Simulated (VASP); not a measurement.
Crystal: InSbTe3.

```
In Sb Te
1.0
     5.78253    0.00000    0.00000
    -2.89127    5.00782    0.00000
     0.00000    0.00000    5.91117
In Sb Te
1 1 3
Direct
  0.00000 0.00000 0.50000
  0.00000 0.00000 0.00000
  0.50000 0.00000 0.50000
  0.00000 0.50000 0.50000
  0.50000 0.50000 0.50000
```

The cell was generated, and may not be a known phase.

```yaml
Program: VASP 6.6.1
Task: relaxation of cell and atoms
Functional: PBE
Potentials_or_basis: VASP PAW PBE potentials, release 64 (In_d, Sb, Te)
Cutoff: 600 eV
k_mesh: 3 × 3 × 4
Occupations: gaussian, width 0.1 eV
Spin: no spin polarisation
```

At the start: pressure 13.2 GPa; volume 34.23 Å³/atom.

Q: Where does the relaxation end?

A: Over 7 steps the energy falls by 494.2 meV/atom and the volume is 40.25 Å³/atom (+17.6 %); space group P6/mmm (No. 191, to 0.1 Å) before and after.

Step by step:
```tsv
step	energy change (eV)	largest force (eV/Å)	pressure (GPa)	volume (Å³)
1	0.0000	0.0000	13.24	171.17
2	-1.6764	0.0000	-3.81	247.12
3	-2.3829	0.0000	-0.95	212.86
4	-2.3827	0.0000	-0.80	211.99
5	-2.4505	0.0000	-0.45	206.20
6	-2.4704	0.0000	-0.10	202.02
7	-2.4708	0.0000	-0.04	201.26
```

Final structure:
```
In Sb Te
1.0
     6.48709    0.00000    0.00000
    -3.24355    5.61798    0.00000
     0.00000    0.00000    5.52246
In Sb Te
1 1 3
Direct
  0.00000 0.00000 0.50000
  0.00000 0.00000 0.00000
  0.50000 0.00000 0.50000
  0.00000 0.50000 0.50000
  0.50000 0.50000 0.50000
```

Caveat: the k points lie up to 0.37 Å⁻¹ apart in the final cell; the volume moved by over 15 % at a fixed basis, so the end points are rough.
